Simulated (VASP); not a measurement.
Here is a VASP 6.6.1 calculation.

The input INCAR:

```
PREC     = Accurate       # precision mode
ENCUT    = 520            # plane-wave cutoff, eV
EDIFF    = 1E-6           # SCF threshold, eV
ISMEAR   = -1             # smearing method
SIGMA    = 0.05           # smearing width, eV
LREAL    = F              # projectors in reciprocal space
LASPH    = T              # aspherical terms in the spheres
NELM     = 150            # most SCF steps
ALGO     = Normal         # electronic algorithm
ISIF     = 2              # what is computed and relaxed
LWAVE    = F              # write WAVECAR
LCHARG   = T              # write CHGCAR
ISPIN    = 2              # spin polarisation
MAGMOM   = 1 1            # initial moments
LORBIT   = 11             # projections on sites
LMAXMIX  = 4              # l up to which the mixer works
GGA      = PE             # functional
LELF     = T              # ELF
LVHAR    = T            
NBANDS   = 21             # bands
ISYM     = 0
```

File KPOINTS:

```
Automatic mesh
0
Gamma
  8 11 13
```

File POSCAR:

```
Ni
1.0
   -1.7721000000     -1.7721000000     -3.5442000000
    1.7721000000     -1.7721000000      0.0000000000
   -1.7721000000     -1.7721000000      0.0000000000
Ni
2
Direct
    0.0000000000      0.0000000000      0.0000000000
    0.5000000000      0.5000000000      0.0000000000
```

Potentials or basis: VASP PAW PBE potentials, release 64 (Ni).

Command:

```sh
$ cat potpaw_PBE.64/Ni/POTCAR > POTCAR
$ mpirun -np 1 vasp_std > vasp.out
```

Problem. Estimate the site moments.

Solution. Ni +0.64 μB.

Problem. Predict the net moment.

Solution. 1.25 μB per cell.

Stress tensor (GPa, compression positive):
```
-4.28  0.00 -0.02
 0.00 -4.28 -0.02
-0.02 -0.02 -4.09
```

Caveat: the cell stands under tension.
